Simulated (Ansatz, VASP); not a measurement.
# TlBr in VASP and in Ansatz

```
CELL_PARAMETERS angstrom
3.98000 0.00000 0.00000
0.00000 3.98000 0.00000
0.00000 0.00000 3.98000
ATOMIC_POSITIONS crystal
Tl 0.00000 0.00000 0.00000
Br 0.50000 0.50000 0.50000
```

Alike in both runs: task relaxation of cell and atoms; functional PBE; dispersion D3(BJ); k mesh 8 × 8 × 8; occupations gaussian, width 0.02 eV; no spin polarisation.

|  | VASP | Ansatz |
| --- | --- | --- |
| version | VASP 6.6.1 | Ansatz 0.2.0 |
| potentials or method | VASP PAW PBE potentials, release 64 (Tl_d, Br), cutoff 500 eV | scalar-relativistic, plane waves, PAW |
| valence electrons in the cell | 20 | 20 |

```tsv
	VASP	Ansatz	Ansatz less VASP
gap on the k mesh at the Fermi level, each at its own relaxed structure (eV)	1.86	1.86	-0.004
relaxed volume (Å³/atom)	31.50	31.52	+0.027
relaxed cell length with the largest relative difference (Å)	3.979	3.980	+0.0011
```

Ansatz's warnings: relaxed geometry near dispersion switch.

Spin-orbit coupling is off throughout.
